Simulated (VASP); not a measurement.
A run of VASP 6.6.1 is set up as follows.

Contents of POSCAR:

```
Nb
1.0
    0.0000000000      2.0304000000      2.0304000000
    2.0304000000      0.0000000000      2.0304000000
    2.0304000000      2.0304000000      0.0000000000
Nb
1
Direct
    0.0000000000      0.0000000000      0.0000000000
```

The input INCAR.step1:

```
ALGO = Normal
EDIFF = 1E-4
ENCUT = 520
GGA = PE
ISMEAR = 0
LASPH = True
LCHARG = False
LREAL = False
LWAVE = True
NBANDS = 12
NELM = 80
PREC = Accurate
SIGMA = 0.15
```

File INCAR.step2:

```
ALGO = Normal
EDIFF = 1E-7
ENCUT = 520
ISIF = 2
ISMEAR = 0
ISTART = 1
LASPH = True
LCHARG = False
LMIXTAU = True
LREAL = False
LWAVE = False
METAGGA = R2SCAN
NBANDS = 12
NELM = 80
PREC = Accurate
SIGMA = 0.15
```

The input KPOINTS:

```
k-points
0
Gamma
  20 20 20
```

Potentials or basis: VASP PAW PBE potentials, release 64 (Nb_sv).

Run with:

```bash
$ cat potpaw_PBE.64/Nb_sv/POTCAR > POTCAR
$ cp INCAR.step1 INCAR
$ mpirun -np 1 vasp_std > vasp.out
$ cp INCAR.step2 INCAR
$ mpirun -np 1 vasp_std > vasp.out
```

Problem. What does it give for the band gap on the k mesh?

Solution. Zero (an odd number of electrons rules out a gap without spin polarisation).

Problem. Predict the pressure.

Solution. 22.2 GPa.

Caveat: the cell differs from its parent crystal (strain -0.040 along x and y, -0.040 along z); the cell stands under pressure; the PAW data sets were made with another functional, which shifts forces and pressure a little.
